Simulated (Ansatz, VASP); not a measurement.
GaBi2Sb3S in VASP and in Ansatz

```
Ga Sb Bi S
1.0
     4.22459    0.00000    0.00000
     0.00000    4.56654    5.82067
     0.00000   -4.56654    5.82067
Ga Sb Bi S
1 3 2 1
Direct
  0.00000 0.05776 0.05776
  0.00000 0.68681 0.68681
  0.00000 0.23856 0.70707
  0.00000 0.70707 0.23856
  0.50000 0.03022 0.52795
  0.50000 0.52795 0.03022
  0.00000 0.25165 0.25165
```

Alike in both runs: task single point; functional PBE; k mesh 8 × 4 × 4; occupations gaussian, width 0.1 eV; no spin polarisation.

|  | VASP | Ansatz |
| --- | --- | --- |
| version | VASP 6.6.1 | Ansatz 0.2.0 |
| potentials or method | VASP PAW PBE potentials, release 64 (Ga_d, Sb, Bi_d, S), cutoff 520 eV | scalar-relativistic, plane waves, PAW |
| valence electrons in the cell | 64 | 94 |

Ansatz gave:

- gap on the k mesh at the Fermi level (eV): none
- pressure (GPa): 0.0
- rms of the force components (eV/Å): 0.003

Question: Estimate VASP's values.

Answer: gap on the k mesh at the Fermi level (eV): none; pressure (GPa): 0.0; rms of the force components (eV/Å): 0.009.

Atom by atom the forces differ by 0.007 eV/Å (rms over components). A gap of «none» marks a metal or a gap that the smearing closes. VASP's potentials hold 64 valence electrons a cell and Ansatz's 94, so a difference there can come from the potentials and not from the codes.

Spin-orbit coupling is off throughout.
